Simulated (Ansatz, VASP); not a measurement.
# One calculation of Al4Ru3, two programs

```
Al Ru
1.0
     3.00408    0.00000    0.00000
     0.00000    3.00408    0.00000
     0.00000    0.00000   24.01225
Al Ru
4 3
Direct
  0.00000 0.00000 0.31234
  0.00000 0.00000 0.43745
  0.00000 0.00000 0.56255
  0.00000 0.00000 0.68766
  0.50000 0.50000 0.37489
  0.50000 0.50000 0.50000
  0.50000 0.50000 0.62511
```

Alike in both runs: task single point; functional PBE; k mesh 12 × 12 × 1; occupations gaussian, width 0.1 eV; no spin polarisation.

|  | VASP | Ansatz |
| --- | --- | --- |
| version | VASP 6.6.1 | Ansatz 0.2.0 |
| potentials or method | VASP PAW PBE potentials, release 64 (Al, Ru_pv), cutoff 520 eV | scalar-relativistic, plane waves, PAW |
| valence electrons in the cell | 54 | 60 |

Ansatz gave:

```
gap on the k mesh at the Fermi level (eV) : none
rms of the force components (eV/Å)        : 0.624
```

**Question.** Estimate VASP's values.

**Answer.** gap on the k mesh at the Fermi level (eV): none; rms of the force components (eV/Å): 0.621.

A gap of «none» marks a metal or a gap that the smearing closes. VASP's potentials hold 54 valence electrons a cell and Ansatz's 60, so a difference there can come from the potentials and not from the codes. Ansatz's warnings: xc potential rough in thin density.
